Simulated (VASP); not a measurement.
# ZnS (Immm) in VASP: further runs

Runs on ZnS. Level: PBE. Tasks: single point.

Program: VASP 6.6.1. These are calculated values, not measurements. Logs are shortened: lines on timing, memory, paths and dates and some standing lists are left out, and cuts for length are marked.

## Step 1: The cell of the first run

The structure is orthorhombic, space group Immm (No. 71). Conventional cell: a = 3.618 Å, b = 6.152 Å, c = 6.494 Å, α = 90.00°, β = 90.00°, γ = 90.00°. Within 3.2 Å of Zn (site symmetry m2m) lie 6 S at 2.43 to 2.73 Å and 1 Zn at 2.70 Å. S (site symmetry mm2) has 6 Zn at 2.43 to 2.73 Å and 1 S at 3.07 Å within 3.2 Å.

## Step 2: Single point, PBE

File INCAR:

```
PREC = Accurate ; ENCUT = 520
EDIFF = 1E-6 ; ISMEAR = 0
SIGMA = 0.1 ; LREAL = False
LASPH = True ; NELM = 80
ALGO = Normal ; ISIF = 2
LWAVE = False ; LCHARG = False
GGA = PE ; NBANDS = 26
```

File KPOINTS:

```
Automatic mesh
0
Gamma
  6 6 6
```

File POSCAR:

```
ZnS
1.0
   -1.8089432909      3.2467514991      3.0759423868
    1.8089432909     -3.2467514991      3.0759423868
    1.8089432909      3.2467514991     -3.0759423868
Zn S
2 2
Direct
    0.2804656911      0.2804656911      0.0000000000
    0.7195343089      0.7195343089      0.0000000000
    0.7362042034      0.0000000000      0.7362042034
    0.2637957966      0.0000000000      0.2637957966
```

Potentials or basis: VASP PAW PBE potentials, release 64 (Zn, S).

On the command line:

```
cat potpaw_PBE.64/Zn/POTCAR potpaw_PBE.64/S/POTCAR > POTCAR
mpirun -np 1 vasp_std > vasp.out
```

OUTCAR:

```text
PREC = Accurate
   ENCUT = 520
   EDIFF = 1E-6
   ISMEAR = 0
   LREAL = False
   LASPH = True
   NELM = 80
   ISIF = 2
   GGA = PE

 ion  position               nearest neighbor table
   1  0.280  0.280  0.000-   4 2.43   3 2.43   2 2.70   3 2.73   3 2.73   4 2.73   4 2.73
   2  0.720  0.720  0.000-   3 2.43   4 2.43   1 2.70   4 2.73   3 2.73   3 2.73   4 2.73
   3  0.736  0.000  0.736-   2 2.43   1 2.43   1 2.73   2 2.73   2 2.73   1 2.73
   4  0.264  0.000  0.264-   1 2.43   2 2.43   2 2.73   1 2.73   1 2.73   2 2.73

  LATTYP: Found a body centered orthorhombic cell.
 ALAT       =     3.6178865818
 B/A-ratio  =     1.7004084110
 C/A-ratio  =     1.7948332131

  Lattice vectors:

 A1 = (   1.8089432909,  -3.2467514991,  -3.0759423868)
 A2 = (  -1.8089432909,  -3.2467514991,   3.0759423868)
 A3 = (  -1.8089432909,   3.2467514991,  -3.0759423868)

Analysis of symmetry for initial positions (statically):
=====================================================================
 Subroutine PRICEL returns:
 Original cell was already a primitive cell.

 Routine SETGRP: Setting up the symmetry group for a
 body centered orthorhombic supercell.

 Subroutine GETGRP returns: Found  8 space group operations
 (whereof  8 operations were pure point group operations)
 out of a pool of  8 trial point group operations.

The static configuration has the point symmetry D_2h.

Analysis of symmetry for dynamics (positions and initial velocities):
=====================================================================
 Subroutine PRICEL returns:
 Original cell was already a primitive cell.

 Routine SETGRP: Setting up the symmetry group for a
 body centered orthorhombic supercell.

 Subroutine GETGRP returns: Found  8 space group operations
 (whereof  8 operations were pure point group operations)
 out of a pool of  8 trial point group operations.

The dynamic configuration has the point symmetry D_2h.

 Subroutine INISYM returns: Found  8 space group operations
 (whereof  8 operations are pure point group operations),
 and found     1 'primitive' translations

----------------------------------------------------------------------------------------

                                     Primitive cell

  volume of cell :      72.2624

  direct lattice vectors                    reciprocal lattice vectors
    -1.808943291  3.246751499  3.075942387     0.000000000  0.154000083  0.162551809
     1.808943291 -3.246751499  3.075942387     0.276404464  0.000000000  0.162551809
     1.808943291  3.246751499 -3.075942387     0.276404464  0.154000083  0.000000000

  length of vectors
     4.824426670  4.824426670  4.824426670     0.223917655  0.320659505  0.316410261

  position of ions in fractional coordinates (direct lattice)
     0.280465691  0.280465691  0.000000000
     0.719534309  0.719534309  0.000000000
     0.736204203  0.000000000  0.736204203
     0.263795797  0.000000000  0.263795797

  ion indices of the primitive-cell ions
   primitive index   ion index
                 1           1
                 2           2
                 3           3
                 4           4

----------------------------------------------------------------------------------------

 KPOINTS: Automatic mesh

Automatic generation of k-mesh.
 Grid dimensions read from file:
 generate k-points for:    6    6    6

 Generating k-lattice:

  Cartesian coordinates                     Fractional coordinates (reciprocal lattice)
     0.000000000  0.025666680  0.027091968     0.166666667  0.000000000  0.000000000
     0.046067411  0.000000000  0.027091968     0.000000000  0.166666667 -0.000000000
     0.046067411  0.025666680  0.000000000     0.000000000 -0.000000000  0.166666667

  Length of vectors
     0.037319609  0.053443251  0.052735043

  Shift w.r.t. Gamma in fractional coordinates (k-lattice)
     0.000000000  0.000000000  0.000000000

 Subroutine IBZKPT returns following result:
 ===========================================

 Found     46 irreducible k-points:

 Following reciprocal coordinates:
            Coordinates               Weight
  0.000000  0.000000  0.000000      1.000000
  0.166667  0.000000  0.000000      4.000000
  0.333333  0.000000 -0.000000      4.000000
  0.500000  0.000000  0.000000      2.000000
  0.000000  0.166667  0.000000      4.000000
  0.166667  0.166667  0.000000      8.000000
[... 16 lines left out ...]
 -0.166667  0.166667  0.166667      2.000000
  0.166667  0.333333  0.166667      4.000000
 [... further k-points ...]
   k-points           NKPTS =     46   k-points in BZ     NKDIM =     46   number of bands    NBANDS=     26
   number of dos      NEDOS =    301   number of ions     NIONS =      4
   total plane-waves  NPLWV =  46656
   dimension x,y,z NGX =    36 NGY =   36 NGZ =   36
   dimension x,y,z NGXF=    72 NGYF=   72 NGZF=   72
   ions per type =               2   2
   NGX,Y,Z   is equivalent  to a cutoff of  12.41, 12.41, 12.41 a.u.
   NGXF,Y,Z  is equivalent  to a cutoff of  24.81, 24.81, 24.81 a.u.
 SYSTEM =  unknown system
   PREC   = accura    normal or accurate (medium, high low for compatibility)
   ISTART =      0    job   : 0-new  1-cont  2-samecut
   ICHARG =      2    charge: 1-file 2-atom 10-const
   ISPIN  =      1    spin polarized calculation?
   LNONCOLLINEAR =      F non collinear calculations
   LSORBIT =      F    spin-orbit coupling
   LASPH  =      T    aspherical Exc in radial PAW
   ENCUT  =  520.0 eV  38.22 Ry    6.18 a.u.   8.97  8.97  8.97*2*pi/ulx,y,z
   NELM   =     80;   NELMIN=  2; NELMDL= -5     # of ELM steps
   EDIFF  = 0.1E-05   stopping-criterion for ELM
   LREAL  =      F    real-space projection
   EDIFFG = 0.1E-04   stopping-criterion for IOM
   NSW    =      0    number of steps for IOM
   IBRION =     -1    ionic relax: 0-MD 1-quasi-New 2-CG
   NFREE  =      0    steps in history (QN), initial steepest desc. (CG)
   ISIF   =      2    stress and relaxation
   ISYM   =      2    0-nonsym 1-usesym 2-fastsym
   POTIM  = 0.5000    time-step for ionic-motion
   TEBEG  =    0.0;   TEEND  =   0.0 temperature during run
   PSTRESS=    0.0 pullay stress
   NELECT =      36.0000    total number of electrons
   NUPDOWN=      -1.0000    fix difference up-down
   EMIN   =  10.00;   EMAX   =-10.00  energy-range for DOS
   EFERMI =   0.00;   METHOD = LEGACY
   ISMEAR =     0;   SIGMA  =   0.10  broadening in eV -4-tet -1-fermi 0-gaus
   EFERMI_NEDOS =   21; number of points for ismear=-14 and -15
   IALGO  =     38    algorithm
   IMIX   =      4    mixing-type and parameters
     AMIX     =   0.40;   BMIX     =  1.00
     AMIX_MAG =   1.60;   BMIX_MAG =  1.00
  volume/ion in A,a.u.               =      18.07       121.91
  Fermi-wavevector in a.u.,A,eV,Ry     =   1.297792  2.452470 22.915787  1.684263
  Thomas-Fermi vector in A             =   2.429161
   LORBIT       =      0    0 simple, 1 ext, 2 COOP (PROOUT), +10 PAW based schemes
   GGA     = PE    functional components
   LHFCALC =     F    Hartree Fock is set to
   AEXX    =    0.0000 exact exchange contribution
   IVDW    =     0    specifies the selected vdW correction
   LEPSILON=     F    determine dielectric tensor
   LRPA    =     F    only Hartree local field effects (RPA)
 non-spin polarized calculation
 Gauss-broadening in eV      SIGMA  =   0.10
  energy-cutoff  :      520.00
  volume of cell :       72.26
 maximum number of plane-waves:      1966
   NGX = 17   NGY = 17   NGZ = 17

 number of electron      36.0000006 magnetization

 Free energy of the ion-electron system (eV)
  ---------------------------------------------------
  ext. energy  EPLUGINS =         0.00000000
  ---------------------------------------------------
  free energy    TOTEN  =       -11.37594166 eV

  energy without entropy =      -11.37272897  energy(sigma->0) =      -11.37433532

 E-fermi :   3.5534     XC(G=0): -10.2846

 val. band max:        3.4799219856   @ k =   0.0000   0.5000   0.0000
 cond. band min:       3.5781536919   @ k =  -0.1667   0.5000   0.1667
 fundamental gap:      0.0982317063
 Fermi energy:         3.5534401551

 k-point     1 :       0.0000    0.0000    0.0000
  band No.  band energies     occupation
      1     -10.3410      2.00000
      2      -8.2278      2.00000
      3      -3.6622      2.00000
      4      -3.4905      2.00000
      5      -3.3973      2.00000
      6      -3.3803      2.00000
[... 18 lines left out ...]
     25      10.5686      0.00000
     26      12.8211      0.00000

 k-point     2 :       0.1667    0.0000    0.0000
  band No.  band energies     occupation
      1     -10.2091      2.00000
      2      -8.3491      2.00000
      3      -3.6313      2.00000
      4      -3.4684      2.00000
      5      -3.4241      2.00000
      6      -3.3751      2.00000
[... 18 lines left out ...]
     25      10.8153      0.00000
     26      12.4999      0.00000

 k-point     3 :       0.3333    0.0000   -0.0000
  band No.  band energies     occupation
      1      -9.8446      2.00000
      2      -8.7073      2.00000
      3      -3.5593      2.00000
      4      -3.5003      2.00000
      5      -3.4421      2.00000
      6      -3.4178      2.00000
[... 18 lines left out ...]
     25      11.6572      0.00000
     26      12.5457      0.00000

 k-point     4 :       0.5000    0.0000    0.0000
  band No.  band energies     occupation
      1      -9.4635      2.00000
      2      -9.0927      2.00000
      3      -3.5518      2.00000
      4      -3.5270      2.00000
      5      -3.4623      2.00000
      6      -3.3871      2.00000
[... 18 lines left out ...]
     25      11.4220      0.00000
     26      11.9671      0.00000
[... 496 lines left out ...]
      1      -9.0434      2.00000
      2      -8.7777      2.00000
      3      -3.6365      2.00000
      4      -3.5530      2.00000
      5      -3.5292      2.00000
      6      -3.4243      2.00000
[... 18 lines left out ...]
     25      12.5812      0.00000
     26      12.7784      0.00000

 k-point    23 :      -0.1667    0.1667    0.1667
  band No.  band energies     occupation
      1      -9.7222      2.00000
      2      -8.1212      2.00000
      3      -3.8365      2.00000
      4      -3.5429      2.00000
      5      -3.4948      2.00000
      6      -3.3802      2.00000
[... 18 lines left out ...]
     25      12.4031      0.00000
     26      13.0449      0.00000

 k-point    24 :       0.1667    0.3333    0.1667
  band No.  band energies     occupation
      1      -9.0167      2.00000
      2      -8.4943      2.00000
      3      -3.7083      2.00000
      4      -3.5607      2.00000
      5      -3.5607      2.00000
      6      -3.4405      2.00000
[... 18 lines left out ...]
     25      11.9365      0.00000
     26      13.5204      0.00000

 [... further k-points ...]

------------------------ aborting loop because EDIFF is reached ----------------------------------------

  FORCE on cell =-STRESS in cart. coord.  units (eV):
  Direction    XX          YY          ZZ          XY          YZ          ZX
  --------------------------------------------------------------------------------------
  -------------------------------------------------------------------------------------
  Total        0.0094917      0.2294317      0.1034204      0.0000000      0.0000000      0.0000000
  in kB        0.2104472      5.0868841      2.2930034      0.0000000      0.0000000      0.0000000
  external PRESSURE =       2.5301116 kB  Pullay stress =       0.0000000 kB

 VOLUME and BASIS-vectors are now :
 -----------------------------------------------------------------------------
  energy-cutoff  :      520.00
  volume of cell :       72.26
      direct lattice vectors                 reciprocal lattice vectors
    -1.808943291  3.246751499  3.075942387     0.000000000  0.154000083  0.162551809
     1.808943291 -3.246751499  3.075942387     0.276404464  0.000000000  0.162551809
     1.808943291  3.246751499 -3.075942387     0.276404464  0.154000083  0.000000000

 POSITION                                       TOTAL-FORCE (eV/Angst)
 -----------------------------------------------------------------------------------
      0.00000      0.00000      1.72539        -0.000000     -0.000000      0.003090
      0.00000      0.00000      4.42649         0.000000     -0.000000     -0.003090
      0.00000      4.78054      0.00000        -0.000000     -0.009956      0.000000
      0.00000      1.71296      0.00000         0.000000      0.009956     -0.000000
 -----------------------------------------------------------------------------------
    total drift:                               -0.000000     -0.000000      0.000000

  FREE ENERGIE OF THE ION-ELECTRON SYSTEM (eV)
  ---------------------------------------------------
  free  energy   TOTEN  =       -11.3759416605 eV

  energy  without entropy=      -11.3727289735  energy(sigma->0) =      -11.37433532
```

Wall time 35 s (1 thread of Intel Xeon 6975P-C (Granite Rapids), shared host); peak memory 0.23 GiB.

What came out:

```yaml
Free_energy: -11.3759 eV
Pressure: 0.3 GPa
Largest_force: 0.010 eV/Å
Band_gap_on_the_k_mesh: zero (band 18 reaches 3.87 eV, above the bottom of band 19 at 2.92 eV)
```

Forces in eV/Å, atoms in the order of the input:
```
Zn   0.000  0.000  0.003
Zn   0.000  0.000 -0.003
S    0.000 -0.010  0.000
S    0.000  0.010  0.000
```

Levels at points of the mesh, in eV from the Fermi level:
| k point | band 16 | band 17 | band 18 | band 19 | band 20 | band 21 |
| --- | --- | --- | --- | --- | --- | --- |
| (0.00, 0.00, 0.00) | -1.22 | -0.86 | -0.64 | -0.63 | 0.06 | 5.33 |
| (0.50, 0.00, 0.00) | -2.77 | -1.32 | -0.78 | 2.66 | 3.87 | 4.87 |
| (0.00, 0.50, 0.00) | -2.37 | -0.62 | -0.07 | 0.17 | 1.56 | 5.14 |
| (0.50, 0.50, 0.00) | -3.23 | -2.87 | -2.51 | 2.72 | 3.28 | 4.64 |
| (0.50, 0.50, 0.50) | -0.17 | -0.08 | 0.31 | 2.01 | 5.08 | 5.58 |

## Step 3: Single point, PBE

This run uses another cell than the first one, of 20.81 Å³/atom, 1.152 times its volume.

File INCAR:

```
SYSTEM = ZnS
ALGO = Normal
EDIFF = 1E-6
ENCUT = 520
GGA = PE
ISIF = 2
ISMEAR = 0
LASPH = .True.
LCHARG = .False.
LREAL = .False.
LWAVE = .False.
NBANDS = 26
NELM = 100
PREC = Accurate
SIGMA = 0.1
```

File KPOINTS:

```
k-points
0
Gamma
  6 6 6
  0 0 0
```

File POSCAR:

```
ZnS
1.0
   -2.1961280135      2.8235706935      3.3553950722
    2.1961280135     -2.8235706935      3.3553950722
    2.1961280135      2.8235706935     -3.3553950722
Zn S
2 2
Direct
    0.2446000000      0.2446000000      0.0000000000
    0.7554000000      0.7554000000      0.0000000000
    0.6114000000      0.0000000000      0.6114000000
    0.3886000000      0.0000000000      0.3886000000
```

Potentials or basis: VASP PAW PBE potentials, release 64 (Zn, S).

On the command line:

```
cat potpaw_PBE.64/Zn/POTCAR potpaw_PBE.64/S/POTCAR > POTCAR
mpirun -np 1 vasp_std > vasp.out
```

It took 42 s on 1 thread of Intel Xeon 6975P-C (Granite Rapids), shared host; peak memory 0.24 GiB.

Results (log left out):

```yaml
Free_energy: 14.2128 eV
Pressure: 100.6 GPa
Largest_force: 116.317 eV/Å
Band_gap_on_the_k_mesh: zero (band 18 reaches 3.67 eV, above the bottom of band 19 at 2.64 eV)
```

Forces in eV/Å, atoms in the order of the input:
```
Zn     0.000    0.000   -0.285
Zn     0.000    0.000    0.285
S      0.000  116.317    0.000
S      0.000 -116.317    0.000
```

Stress tensor (GPa, compression positive):
```
  9.51   0.00   0.00
  0.00 284.07   0.00
  0.00   0.00   8.13
```

Levels at points of the mesh, in eV from the Fermi level:
```
           k point  band 16  band 17  band 18  band 19  band 20  band 21
(0.00, 0.00, 0.00)    -2.18    -1.33     0.27     0.41     1.58     1.79
(0.50, 0.00, 0.00)    -2.85    -1.25    -0.11     0.33     2.99     3.31
(0.00, 0.50, 0.00)    -1.59    -1.07    -0.97     0.43     1.75     2.57
(0.50, 0.50, 0.00)    -2.75    -1.43    -1.06     1.69     2.36     2.56
(0.50, 0.50, 0.50)    -2.17    -1.41     0.49     0.61     1.26     3.21
```

Caveat: forces of over 1 eV/Å act on the atoms, so gaps and moduli don't describe the material at rest.
